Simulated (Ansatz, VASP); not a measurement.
# Nb: VASP beside Ansatz

```xyz
2
Lattice="0.0000 2.8297 2.8297 2.8297 0.0000 2.8297 2.8297 2.8297 0.0000" Properties=species:S:1:pos:R:3 pbc="T T T"
Nb   -0.4103   -1.0045   -1.0045
Nb    0.4103    1.0045    1.0045
```

Change from the starting cell: shortest bond scaled by 0.58, PAW files.

Alike in both runs: task electric field gradients; functional PBEsol; k mesh 9 × 9 × 9; occupations fermi-dirac, width 0.05 eV; no spin polarisation.

|  | VASP | Ansatz |
| --- | --- | --- |
| version | VASP 6.6.1 | Ansatz 0.2.0 |
| potentials or method | VASP PAW PBE potentials, release 64 (Nb_sv) | PAW with Ansatz's default frozen-core files, scalar-relativistic |
| plane-wave cutoff (eV) | 520 | 420 |
| valence electrons in the cell | 26 | 26 |

|  | VASP | Ansatz | Ansatz less VASP |
| --- | --- | --- | --- |
| pressure (GPa) | 222.5 | 230.5 | +7.98 |
| traceless stress, the component that is largest in VASP (GPa) | -219.92 | -227.82 | -7.904 |
| rms of the force components (eV/Å) | 75.473 | 78.161 | +2.6877 |
| size of Vzz on the site where it differs most (V/Å²) | 765.9 | 406.4 | -359.50 |

VASP's potentials were made for PBE, not for PBEsol. Atom by atom the forces differ by 2.688 eV/Å (rms over components). Both programs put the cell under a high pressure, so it lies far from rest at this level. With one functional, cell and mesh, what is left measures potentials, basis and numerics.

Noted on VASP's run: the cell as given lies far from equilibrium.
